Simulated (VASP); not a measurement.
A run of VASP 6.6.1 is set up as follows.

The input INCAR:

```
  PREC = Accurate
  ENCUT = 520
  EDIFF = 1E-6
  ISMEAR = 0
  SIGMA = 0.15
  LREAL = F
  LASPH = T
  NELM = 60
  ALGO = Normal
  ISIF = 2
  LWAVE = F
  LCHARG = F
  GGA = CA
  NBANDS = 11
```

KPOINTS

```
Automatic mesh
0
Gamma
  24 24 14
```

POSCAR

```
Si
1.0
    2.6510666862      0.0000000000      0.0000000000
   -1.3255333431      2.2958910974      0.0000000000
    0.0000000000      0.0000000000      4.5417424135
Si
2
Direct
    0.4068886313      0.6666666667      0.2500000000
    0.5931113687      0.3333333333      0.7500000000
```

Potentials or basis: VASP PAW LDA potentials, release 64 (Si).

The run is started by

```console
$ cat potpaw_LDA.64/Si/POTCAR > POTCAR
$ mpirun -np 1 vasp_std > vasp.out
```

(1) Estimate the largest force.

(2) Estimate the pressure.

(3) Predict the band gap on the k mesh.

Results:

(1) 0.224 eV/Å.

(2) 0.8 GPa.

(3) zero (bands 4 and 5 overlap by 12.45 eV).

Caveat: the cell differs from its parent crystal (atoms displaced along a vibrational mode).
